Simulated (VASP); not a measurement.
A run of VASP 6.6.1 is set up as follows.

Contents of INCAR:

```
ALGO = Normal
EDIFF = 1E-7
ENCUT = 520
GGA = CA
ISIF = 2
ISMEAR = 0
LASPH = T
LCHARG = F
LREAL = F
LWAVE = F
NBANDS = 14
NELM = 60
PREC = Accurate
SIGMA = 0.15
```

KPOINTS

```
k-points
0
Gamma
  16 16 16
```

Contents of POSCAR:

```
ZrB
1.0
    0.0000000000      2.4153850465      2.2383373226
    2.2463080932      0.0000000000      2.2383373226
    2.2463080932      2.4153850465      0.0000000000
Zr B
1 1
Direct
    0.0000000000      0.0000000000      0.0000000000
    0.5000000000      0.5000000000      0.5000000000
```

Potentials or basis: VASP PAW LDA potentials, release 64 (Zr_sv, B).

The run is started by

```sh
$ cat potpaw_LDA.64/Zr_sv/POTCAR potpaw_LDA.64/B/POTCAR > POTCAR
$ mpirun -np 1 vasp_std > vasp.out
```

(1) Predict the pressure.

## Answers

(1) 36.7 GPa.

Caveat: the cell differs from its parent crystal (normal strain along x -0.0700, normal strain along z -0.0733).
